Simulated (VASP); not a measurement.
Here is a VASP 6.6.1 calculation.

The input INCAR:

```
PREC = Accurate
ENCUT = 520
EDIFF = 1E-6
ISMEAR = -1
SIGMA = 0.02
LREAL = Auto
LASPH = True
NELM = 100
ALGO = Normal
ISIF = 2
LWAVE = False
LCHARG = False
GGA = PE
IVDW = 12
NBANDS = 70
```

Contents of KPOINTS:

```
Automatic mesh
0
Gamma
  1 1 1
```

The input POSCAR:

```
H2CO
1.0
    7.6012920000      0.0000000000      0.0000000000
    0.0000000000      7.6012920000      0.0000000000
    0.0000000000      0.0000000000      7.6012920000
O C H
8 8 16
Direct
    0.9063425193      0.8473674043      0.9902157794
    0.0179913194      0.4251346203      0.2652320175
    0.5628940750      0.3405632304      0.6190404696
    0.5348979047      0.6051420163      0.1037713807
    0.2978255992      1.0242121405      0.6931506918
    0.5471274327      0.1074370484      1.1440529521
    0.2206575890      0.6081462875      0.7393098482
    0.6903059369      0.7871153493      0.5201638291
    0.9816841870      0.9575995152      0.9027530986
    0.0385879178      0.2694255144      0.2387799873
    0.6223151393      0.3534391019      0.4714024632
    0.5399421662      0.6846425343     -0.0350548467
    0.3340576003      0.9670793402      0.5484757152
    0.5677149889      0.1840807039      1.0048252505
    0.2212657767      0.4899612156      0.6321676045
    0.7669608451      0.8066240679      0.3810076279
    1.0867298760      1.0444169121      0.9580426619
    0.9499726625      0.9813000780      0.7615076746
   -0.0720049879      0.1821061544      0.1977971571
    0.1689490548      0.2036329858      0.2554341311
    0.5688117356      0.4470741569      0.3731827607
    0.7351887467      0.2710728122      0.4283484697
    0.5049634599      0.8265052771     -0.0419406425
    0.5756867816      0.6195654482     -0.1610624879
    0.3875035762      1.0519347478      0.4410454159
    0.3161950167      0.8266064195      0.5109108249
    0.5657655711      0.3302199530      0.9978919997
    0.5881003183      0.1118727657      0.8790839725
    0.2625611783      0.5110893051      0.4930859936
    0.1754883545      0.3552313613      0.6676003294
    0.7709414924      0.9355323429      0.3105510419
    0.8389280661      0.6981997896      0.3147342285
```

Potentials or basis: VASP PAW PBE potentials, release 64 (O, C, H).

The run is started by

```sh
$ cat potpaw_PBE.64/O/POTCAR potpaw_PBE.64/C/POTCAR potpaw_PBE.64/H/POTCAR > POTCAR
$ mpirun -np 1 vasp_gam > vasp.out
```

Estimate the pressure.

0.1 GPa.

Predict the dispersion energy per atom.

-0.041 eV.

Estimate the largest force.

0.735 eV/Å.

Predict the band gap on the k mesh.

2.62 eV.

Forces on the atoms (eV/Å):
```
O   -0.117 -0.101  0.164
O   -0.069  0.467  0.100
O   -0.231 -0.063  0.528
O    0.019 -0.253  0.380
O   -0.149  0.130  0.302
O   -0.087 -0.231  0.452
O   -0.010  0.388  0.364
O   -0.219  0.038  0.275
C    0.141  0.249 -0.254
C    0.113 -0.541 -0.076
C    0.187  0.106 -0.456
C   -0.077  0.260 -0.406
C    0.238 -0.214 -0.661
C    0.001  0.261 -0.486
C   -0.015 -0.283 -0.253
C    0.272  0.011 -0.363
H   -0.025 -0.096 -0.017
H   -0.013 -0.081  0.044
H   -0.012  0.027  0.001
H    0.010  0.046 -0.017
H    0.009 -0.015 -0.040
H   -0.007 -0.018 -0.033
H    0.062  0.003 -0.019
H    0.038  0.035  0.027
H    0.028  0.074  0.131
H   -0.072  0.011  0.215
H    0.004  0.019  0.037
H   -0.001 -0.022  0.018
H    0.007 -0.019  0.006
H    0.082 -0.098 -0.080
H   -0.092 -0.042  0.088
H   -0.013 -0.046  0.030
```

Caveat: the k points lie up to 0.83 Å⁻¹ apart.
